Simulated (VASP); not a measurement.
Wanted: the native input for a VASP 6.6.1 run.

* Task: single point
* Functional: r2SCAN
* Potentials or basis: VASP PAW PBE potentials, release 64 (Ti_sv, Te)
* Cutoff: 520 eV
* k mesh: 4 × 4 × 4
* Occupations: methfessel-paxton, width 0.001 eV
* Spin: no spin polarisation
* Dipole correction: no
* Further INCAR settings: ALGO = Normal; EDIFF = 1e-06; NBANDS = 19

Crystal: TiTe2.

```
Ti Te
1.0
     0.00000    3.44012    3.44012
     3.44012    0.00000    3.44012
     3.44012    3.44012    0.00000
Ti Te
1 2
Direct
  0.00000 0.00000 0.00000
  0.25000 0.25000 0.25000
  0.75000 0.75000 0.75000
```

These files were run (other wordings do the same):

POSCAR

```
TiTe2
1.0
    0.0000000000      3.4401227243      3.4401227243
    3.4401227243      0.0000000000      3.4401227243
    3.4401227243      3.4401227243      0.0000000000
Ti Te
1 2
Direct
    0.0000000000      0.0000000000      0.0000000000
    0.2500000000      0.2500000000      0.2500000000
    0.7500000000      0.7500000000      0.7500000000
```

INCAR.step1

```
ALGO = Normal
EDIFF = 1E-4
ENCUT = 520
GGA = PE
ISMEAR = 1
LASPH = T
LCHARG = F
LREAL = F
LWAVE = T
NBANDS = 19
NELM = 100
PREC = Accurate
SIGMA = 0.001
```

INCAR.step2

```
ALGO = Normal
EDIFF = 1E-6
ENCUT = 520
ISIF = 2
ISMEAR = 1
ISTART = 1
LASPH = T
LCHARG = F
LMIXTAU = T
LREAL = F
LWAVE = F
METAGGA = R2SCAN
NBANDS = 19
NELM = 100
PREC = Accurate
SIGMA = 0.001
```

KPOINTS

```
k-points
0
Gamma
  4 4 4
```

Potentials or basis: VASP PAW PBE potentials, release 64 (Ti_sv, Te).

Command:

```bash
$ cat potpaw_PBE.64/Ti_sv/POTCAR potpaw_PBE.64/Te/POTCAR > POTCAR
$ cp INCAR.step1 INCAR
$ mpirun -np 1 vasp_std > vasp.out
$ cp INCAR.step2 INCAR
$ mpirun -np 1 vasp_std > vasp.out
```

It gave:

```json
{
 "Pressure": "0.5 GPa",
 "Band gap on the k mesh": "zero (bands 12 and 13 overlap by 0.27 eV)"
}
```

Caveat: the k points lie up to 0.40 Å⁻¹ apart; the structure was generated, so it needn't be the stable form of TiTe2; the PAW data sets were made with another functional, which shifts forces and pressure a little; spin-orbit coupling is left out, which moves the levels of the heavy elements.

Run time: 98 s on 1 thread of Intel Xeon 8259CL, on a shared host, peak memory 0.22 GiB.
